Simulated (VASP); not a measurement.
The system is Sb.

```xyz
2
Lattice="3.3545 0.0000 0.0000 -1.6773 2.9051 0.0000 0.0000 0.0000 5.4702" Properties=species:S:1:pos:R:3 pbc="T T T"
Sb    1.6773    0.9684    4.1026
Sb    0.0000    1.9367    1.3675
```

- Program: VASP 6.6.1
- Task: relaxation of cell and atoms
- Functional: PBEsol
- Potentials or basis: VASP PAW PBE potentials, release 64 (Sb)
- Cutoff: 600 eV
- k mesh: 9 × 9 × 5
- Occupations: fermi-dirac, width 0.05 eV
- Spin: no spin polarisation

At the start: pressure -1.6 GPa; volume 26.65 Å³/atom.

Q: Where does the relaxation end?

A: Over 3 steps the energy falls by 3.6 meV/atom and the volume is 25.98 Å³/atom (-2.5 %); space group P6_3/mmc (No. 194, to 0.05 Å).

The path:
```tsv
step	energy change (eV)	largest force (eV/Å)	pressure (GPa)	volume (Å³)
1	0.0000	0.0000	-1.63	53.31
2	-0.0050	0.0000	0.96	51.25
3	-0.0071	0.0000	0.02	51.95
```

Final structure:
```
CELL_PARAMETERS angstrom
3.32765 0.00000 0.00000
-1.66383 2.88183 0.00000
0.00000 0.00000 5.41755
ATOMIC_POSITIONS crystal
Sb 0.66667 0.33333 0.75000
Sb 0.33333 0.66667 0.25000
```

Caveat: the PAW data sets were made with another functional, which shifts forces and pressure a little.
